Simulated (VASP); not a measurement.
MgO (rocksalt type):

```
Mg O
1.0
     0.00000    2.15443    2.15443
     2.15443    0.00000    2.15443
     2.15443    2.15443    0.00000
Mg O
1 1
Direct
  0.00000 0.00000 0.00000
  0.50000 0.50000 0.50000
```

- Program: VASP 6.6.1
- Task: relaxation of cell and atoms
- Functional: LDA
- Potentials or basis: VASP PAW LDA potentials, release 64 (Mg_sv, O)
- Cutoff: 840 eV
- k mesh: 15 × 15 × 15
- Occupations: fermi-dirac, width 0.05 eV
- Spin: no spin polarisation

At the start: pressure -14.3 GPa; volume 10.00 Å³/atom.

Q: How do energy, volume and symmetry change on relaxing?

A: Over 3 steps the energy falls by 46.7 meV/atom and the volume is 9.04 Å³/atom (-9.6 %); space group Fm-3m (No. 225, to 0.1 Å) before and after.

Step by step:
```tsv
step	energy change (eV)	largest force (eV/Å)	pressure (GPa)	volume (Å³)
1	0.0000	0.0000	-14.33	20.00
2	-0.0833	0.0000	5.87	17.52
3	-0.0933	0.0000	0.05	18.08
```

Final structure:
```cif
data_structure
_symmetry_space_group_name_H-M 'P 1'
_symmetry_Int_Tables_number 1
_cell_length_a 2.9460
_cell_length_b 2.9460
_cell_length_c 2.9460
_cell_angle_alpha 60.000
_cell_angle_beta 60.000
_cell_angle_gamma 60.000
_cell_volume 18.08
loop_
_atom_site_label
_atom_site_type_symbol
_atom_site_fract_x
_atom_site_fract_y
_atom_site_fract_z
_atom_site_occupancy
Mg1 Mg 0.00000 0.00000 0.00000 1
O1 O 0.50000 0.50000 0.50000 1
```
